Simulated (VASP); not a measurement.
# Pt (Fm-3m) in VASP: further runs

Runs on Pt. Level: PBEsol. Tasks: single point.

Everything below comes from runs of VASP 6.6.1. Logs are shortened: lines on timing, memory, paths and dates and some standing lists are left out, and cuts for length are marked.

### 1 The cell of the first run

The structure is cubic, space group Fm-3m (No. 225). The conventional cell has a = 4.032 Å, b = 4.032 Å, c = 4.032 Å, α = 90.00°, β = 90.00°, γ = 90.00°. Within 3.8 Å of Pt (site symmetry m-3m) lie 12 Pt at 2.85 Å.

### 2 Single point, PBEsol, collinear spin, ferromagnetic start

Input file INCAR:

```
ALGO = Normal
EDIFF = 1E-6
ENCUT = 520
GGA = PS
ISIF = 2
ISMEAR = 0
ISPIN = 2
LASPH = T
LCHARG = F
LMAXMIX = 4
LORBIT = 11
LREAL = F
LWAVE = F
MAGMOM = 0.2
NBANDS = 15
NELM = 150
NUPDOWN = 0.2
PREC = Accurate
SIGMA = 0.15
```

Input file KPOINTS:

```
k-points
0
Gamma
  22 22 22
```

Input file POSCAR:

```
Pt
1.0
    0.0000000000      2.0160787243      2.0160787243
    2.0160787243      0.0000000000      2.0160787243
    2.0160787243      2.0160787243      0.0000000000
Pt
1
Direct
    0.0000000000      0.0000000000      0.0000000000
```

Potentials or basis: VASP PAW PBE potentials, release 64 (Pt).

Command:

```
> cat potpaw_PBE.64/Pt/POTCAR > POTCAR
> mpirun -np 1 vasp_std > vasp.out
```

OUTCAR:

```text
EDIFF = 1E-6
   ENCUT = 520
   GGA = PS
   ISIF = 2
   ISMEAR = 0
   ISPIN = 2
   LASPH = T
   LORBIT = 11
   LREAL = F
   NELM = 150
   NUPDOWN = 0.2
   PREC = Accurate

 ion  position               nearest neighbor table
   1  0.000  0.000  0.000-

  LATTYP: Found a face centered cubic cell.
 ALAT       =     4.0321574486

  Lattice vectors:

 A1 = (   0.0000000000,   2.0160787243,   2.0160787243)
 A2 = (   2.0160787243,   0.0000000000,   2.0160787243)
 A3 = (   2.0160787243,   2.0160787243,   0.0000000000)

Analysis of symmetry for initial positions (statically):
=====================================================================
 Subroutine PRICEL returns:
 Original cell was already a primitive cell.

 Routine SETGRP: Setting up the symmetry group for a
 face centered cubic supercell.

 Subroutine GETGRP returns: Found 48 space group operations
 (whereof 48 operations were pure point group operations)
 out of a pool of 48 trial point group operations.

The static configuration has the point symmetry O_h .

Analysis of symmetry for dynamics (positions and initial velocities):
=====================================================================
 Subroutine PRICEL returns:
 Original cell was already a primitive cell.

 Routine SETGRP: Setting up the symmetry group for a
 face centered cubic supercell.

 Subroutine GETGRP returns: Found 48 space group operations
 (whereof 48 operations were pure point group operations)
 out of a pool of 48 trial point group operations.

The dynamic configuration has the point symmetry O_h .

Analysis of structural, dynamic, and magnetic symmetry:
=====================================================================
 Subroutine PRICEL returns:
 Original cell was already a primitive cell.

 Routine SETGRP: Setting up the symmetry group for a
 face centered cubic supercell.

 Subroutine GETGRP returns: Found 48 space group operations
 (whereof 48 operations were pure point group operations)
 out of a pool of 48 trial point group operations.

The overall configuration has the point symmetry O_h .

 Subroutine INISYM returns: Found 48 space group operations
 (whereof 48 operations are pure point group operations),
 and found     1 'primitive' translations

----------------------------------------------------------------------------------------

                                     Primitive cell

  volume of cell :      16.3890

  direct lattice vectors                    reciprocal lattice vectors
     0.000000000  2.016078724  2.016078724    -0.248006188  0.248006188  0.248006188
     2.016078724  0.000000000  2.016078724     0.248006188 -0.248006188  0.248006188
     2.016078724  2.016078724  0.000000000     0.248006188  0.248006188 -0.248006188

  length of vectors
     2.851165875  2.851165875  2.851165875     0.429559319  0.429559319  0.429559319

  position of ions in fractional coordinates (direct lattice)
     0.000000000  0.000000000  0.000000000

  ion indices of the primitive-cell ions
   primitive index   ion index
                 1           1

----------------------------------------------------------------------------------------

 KPOINTS: k-points

Automatic generation of k-mesh.
 Grid dimensions read from file:
 generate k-points for:   22   22   22

 Generating k-lattice:

  Cartesian coordinates                     Fractional coordinates (reciprocal lattice)
    -0.011273009  0.011273009  0.011273009     0.045454545  0.000000000  0.000000000
     0.011273009 -0.011273009  0.011273009     0.000000000  0.045454545  0.000000000
     0.011273009  0.011273009 -0.011273009     0.000000000  0.000000000  0.045454545

  Length of vectors
     0.019525424  0.019525424  0.019525424

  Shift w.r.t. Gamma in fractional coordinates (k-lattice)
     0.000000000  0.000000000  0.000000000

 Subroutine IBZKPT returns following result:
 ===========================================

 Found    328 irreducible k-points:

 Following reciprocal coordinates:
            Coordinates               Weight
  0.000000  0.000000  0.000000      1.000000
  0.045455  0.000000  0.000000      8.000000
  0.090909  0.000000  0.000000      8.000000
  0.136364  0.000000  0.000000      8.000000
  0.181818  0.000000  0.000000      8.000000
  0.227273  0.000000  0.000000      8.000000
[... 16 lines left out ...]
  0.500000  0.045455  0.000000     24.000000
 -0.454545  0.045455  0.000000     24.000000
 [... further k-points ...]
   k-points           NKPTS =    328   k-points in BZ     NKDIM =    328   number of bands    NBANDS=     15
   number of dos      NEDOS =    301   number of ions     NIONS =      1
   total plane-waves  NPLWV =  13824
   dimension x,y,z NGX =    24 NGY =   24 NGZ =   24
   dimension x,y,z NGXF=    48 NGYF=   48 NGZF=   48
   ions per type =               1
   NGX,Y,Z   is equivalent  to a cutoff of  13.99, 13.99, 13.99 a.u.
   NGXF,Y,Z  is equivalent  to a cutoff of  27.99, 27.99, 27.99 a.u.
 SYSTEM =  unknown system
   PREC   = accura    normal or accurate (medium, high low for compatibility)
   ISTART =      0    job   : 0-new  1-cont  2-samecut
   ICHARG =      2    charge: 1-file 2-atom 10-const
   ISPIN  =      2    spin polarized calculation?
   LNONCOLLINEAR =      F non collinear calculations
   LSORBIT =      F    spin-orbit coupling
   LASPH  =      T    aspherical Exc in radial PAW
   ENCUT  =  520.0 eV  38.22 Ry    6.18 a.u.   5.30  5.30  5.30*2*pi/ulx,y,z
   NELM   =    150;   NELMIN=  2; NELMDL= -5     # of ELM steps
   EDIFF  = 0.1E-05   stopping-criterion for ELM
   LREAL  =      F    real-space projection
   EDIFFG = 0.1E-04   stopping-criterion for IOM
   NSW    =      0    number of steps for IOM
   IBRION =     -1    ionic relax: 0-MD 1-quasi-New 2-CG
   NFREE  =      0    steps in history (QN), initial steepest desc. (CG)
   ISIF   =      2    stress and relaxation
   ISYM   =      2    0-nonsym 1-usesym 2-fastsym
   POTIM  = 0.5000    time-step for ionic-motion
   TEBEG  =    0.0;   TEEND  =   0.0 temperature during run
   PSTRESS=    0.0 pullay stress
   NELECT =      10.0000    total number of electrons
   NUPDOWN=       0.2000    fix difference up-down
   EMIN   =  10.00;   EMAX   =-10.00  energy-range for DOS
   EFERMI =   0.00;   METHOD = LEGACY
   ISMEAR =     0;   SIGMA  =   0.15  broadening in eV -4-tet -1-fermi 0-gaus
   EFERMI_NEDOS =   21; number of points for ismear=-14 and -15
   IALGO  =     38    algorithm
   IMIX   =      4    mixing-type and parameters
     AMIX     =   0.40;   BMIX     =  1.00
     AMIX_MAG =   1.60;   BMIX_MAG =  1.00
  volume/ion in A,a.u.               =      16.39       110.60
  Fermi-wavevector in a.u.,A,eV,Ry     =   1.388537  2.623954 26.232495  1.928034
  Thomas-Fermi vector in A             =   2.512653
   LORBIT       =     11    0 simple, 1 ext, 2 COOP (PROOUT), +10 PAW based schemes
   GGA     = PS    functional components
   LHFCALC =     F    Hartree Fock is set to
   AEXX    =    0.0000 exact exchange contribution
   IVDW    =     0    specifies the selected vdW correction
   LEPSILON=     F    determine dielectric tensor
   LRPA    =     F    only Hartree local field effects (RPA)
 spin polarized calculation
 Gauss-broadening in eV      SIGMA  =   0.15
  energy-cutoff  :      520.00
  volume of cell :       16.39
 maximum number of plane-waves:       459
 NGX is ok and might be reduce to    24
   NGX = 11   NGY = 11   NGZ = 11

 number of electron      10.0000000 magnetization       0.2000000

 number of electron       9.9999999 magnetization       0.2000000

 Free energy of the ion-electron system (eV)
  ---------------------------------------------------
  ext. energy  EPLUGINS =         0.00000000
  ---------------------------------------------------
  free energy    TOTEN  =        -6.88049845 eV

  energy without entropy =       -6.85859746  energy(sigma->0) =       -6.86954795

 E-fermi :   9.5412     XC(G=0): -13.1396

 val. band max:        9.5926738144   @ k =  -0.2727   0.4091   0.1818
 cond. band min:       9.5419267075   @ k =  -0.1364   0.2273   0.0909
 fundamental gap:     -0.0507471069
 Fermi energy:         9.5936553586

 spin component 1

 k-point     1 :       0.0000    0.0000    0.0000
  band No.  band energies     occupation
      1       0.1610      1.00000
      2       6.1757      1.00000
      3       6.1757      1.00000
      4       6.1757      1.00000
      5       8.0806      1.00000
      6       8.0806      1.00000
      7      24.3678      0.00000
      8      28.8583      0.00000
      9      28.8583      0.00000
     10      28.8583      0.00000
     11      33.8753      0.00000
     12      39.8844      0.00000
     13      39.8844      0.00000
     14      39.8844      0.00000
     15      41.0477      0.00000
[... 397 lines left out ...]
 k-point    24 :      -0.4545    0.0455    0.0000
  band No.  band energies     occupation
      1       3.0445      1.00000
      2       6.1083      1.00000
      3       6.1938      1.00000
      4       8.5836      1.00000
      5       9.4341      0.93373
      6      10.1606      0.00000
      7      14.9367      0.00000
      8      24.0325      0.00000
      9      27.5704      0.00000
     10      28.0168      0.00000
     11      36.2406      0.00000
     12      36.4955      0.00000
     13      37.7698      0.00000
     14      42.1075      0.00000
     15      42.2668      0.00000

 [... further k-points ...]

 spin component 2

 k-point     1 :       0.0000    0.0000    0.0000
  band No.  band energies     occupation
      1       0.1922      1.00000
      2       6.3109      1.00000
      3       6.3109      1.00000
      4       6.3109      1.00000
      5       8.2041      1.00000
      6       8.2041      1.00000
      7      24.3889      0.00000
      8      28.8782      0.00000
      9      28.8782      0.00000
     10      28.8782      0.00000
     11      33.8714      0.00000
     12      39.9274      0.00000
     13      39.9274      0.00000
     14      39.9274      0.00000
     15      41.1825      0.00000
[... 397 lines left out ...]
 k-point    24 :      -0.4545    0.0455    0.0000
  band No.  band energies     occupation
      1       3.1313      1.00000
      2       6.2265      1.00000
      3       6.3131      1.00000
      4       8.6512      1.00000
      5       9.5802      0.35661
      6      10.2582      0.00000
      7      15.0436      0.00000
      8      24.0456      0.00000
      9      27.6140      0.00000
     10      28.0604      0.00000
     11      36.2713      0.00000
     12      36.5264      0.00000
     13      37.8067      0.00000
     14      42.2570      0.00000
     15      42.4313      0.00000

 [... further k-points ...]
[... 5 lines left out ...]
  --------------------------------------------------------------------------------------
  -------------------------------------------------------------------------------------
  Total       -2.0179464     -2.0179464     -2.0179464      0.0000000     -0.0000000      0.0000000
  in kB     -197.2730473   -197.2730473   -197.2730473      0.0000000     -0.0000000      0.0000000
  external PRESSURE =    -197.2730473 kB  Pullay stress =       0.0000000 kB

 VOLUME and BASIS-vectors are now :
 -----------------------------------------------------------------------------
  energy-cutoff  :      520.00
  volume of cell :       16.39
      direct lattice vectors                 reciprocal lattice vectors
     0.000000000  2.016078724  2.016078724    -0.248006188  0.248006188  0.248006188
     2.016078724  0.000000000  2.016078724     0.248006188 -0.248006188  0.248006188
     2.016078724  2.016078724  0.000000000     0.248006188  0.248006188 -0.248006188

 POSITION                                       TOTAL-FORCE (eV/Angst)
 -----------------------------------------------------------------------------------
      0.00000      0.00000      0.00000         0.000000      0.000000     -0.000000
 -----------------------------------------------------------------------------------
    total drift:                                0.000000      0.000000     -0.000000

  FREE ENERGIE OF THE ION-ELECTRON SYSTEM (eV)
  ---------------------------------------------------
  free  energy   TOTEN  =        -6.8804984453 eV

  energy  without entropy=       -6.8585974600  energy(sigma->0) =       -6.86954795

 total charge

# of ion       s       p       d       tot
------------------------------------------
    1        0.591   0.515   7.975   9.081

 magnetization (x)

# of ion       s       p       d       tot
------------------------------------------
    1       -0.001  -0.003   0.203   0.200
```

Wall time 93 s (1 thread of Intel Xeon Platinum 8259CL at 2.50GHz (Skylake/Cascade Lake), shared host); peak memory 0.24 GiB.

Results:

```yaml
Free_energy: -6.8805 eV
Pressure: -19.7 GPa
Net_moment: 0.20 μB per cell
Site_moments: Pt +0.20 μB
Valence_electrons_inside_the_program's_atomic_spheres: Pt 9.08
```

Caveat: the PAW data sets were made with another functional, which shifts forces and pressure a little; spin-orbit coupling is left out, which moves the levels of the heavy elements; the total moment is fixed, so each spin has its own Fermi level.

### 3 Single point, PBEsol, collinear spin, ferromagnetic start

This run uses another cell than the first one, of 15.04 Å³/atom, 0.917 times its volume.

Input file INCAR:

```
SYSTEM = Pt
PREC = Accurate
ENCUT = 520
EDIFF = 1E-6
ISMEAR = 0
SIGMA = 0.15
LREAL = .False.
LASPH = .True.
NELM = 150
ALGO = Fast
ISIF = 2
LWAVE = .False.
LCHARG = .False.
ISPIN = 2
MAGMOM = 0.45
LORBIT = 11
NUPDOWN = 0.45
LMAXMIX = 4
GGA = PS
NBANDS = 15
```

Input file KPOINTS:

```
Automatic mesh
0
Gamma
  22 22 22
  0 0 0
```

Input file POSCAR:

```
Pt
1.0
    0.0000000000      1.9589709028      1.9589709028
    1.9589709028      0.0000000000      1.9589709028
    1.9589709028      1.9589709028      0.0000000000
Pt
1
Direct
    0.0000000000      0.0000000000      0.0000000000
```

Potentials or basis: VASP PAW PBE potentials, release 64 (Pt).

Command:

```
> cat potpaw_PBE.64/Pt/POTCAR > POTCAR
> mpirun -np 1 vasp_std > vasp.out
```

Wall time 5.9 min (1 thread of AMD EPYC 7R43 (Zen 3), shared host); peak memory 0.19 GiB.

Results (log left out):

```
Free energy                                           : -6.9524 eV
Pressure                                              : 0.7 GPa
Net moment                                            : 0.45 μB per cell
Site moments                                          : Pt +0.45 μB
Valence electrons inside the program's atomic spheres : Pt 9.29
```

Caveat: the PAW data sets were made with another functional, which shifts forces and pressure a little; spin-orbit coupling is left out, which moves the levels of the heavy elements; the total moment is fixed, so each spin has its own Fermi level.

[end of part 1 of 2]
